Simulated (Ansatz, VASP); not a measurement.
# One calculation of Rh, two programs

```
CELL_PARAMETERS angstrom
2.71209 0.00000 0.00000
-1.35604 2.34873 0.00000
0.00000 0.00000 8.49284
ATOMIC_POSITIONS crystal
Rh 0.00000 0.00000 0.00000
Rh 0.33333 0.66667 0.25000
Rh 0.00000 0.00000 0.50000
Rh 0.66667 0.33333 0.75000
```

Alike in both runs: task single point; functional PBEsol; k mesh 24 × 24 × 6; occupations gaussian, width 0.15 eV; no spin polarisation.

|  | VASP | Ansatz |
| --- | --- | --- |
| version | VASP 6.6.1 | Ansatz 0.2.0 |
| potentials or method | VASP PAW PBE potentials, release 64 (Rh_pv), cutoff 520 eV | scalar-relativistic, plane waves, PAW |
| valence electrons in the cell | 60 | 68 |

VASP gave:

* gap on the k mesh at the Fermi level (eV): none
* pressure (GPa): 0.7
* traceless stress, the component that is largest in VASP (GPa): 9.82

Task: Estimate Ansatz's values.

Result: gap on the k mesh at the Fermi level (eV): none; pressure (GPa): 0.8; traceless stress, the component that is largest in VASP (GPa): 9.83.

VASP's potentials were made for PBE, not for PBEsol. A gap of «none» marks a metal or a gap that the smearing closes. The functional is the same, so the differences come from potentials, cutoffs and numerics. VASP's potentials hold 60 valence electrons a cell and Ansatz's 68, so a difference there can come from the potentials and not from the codes.
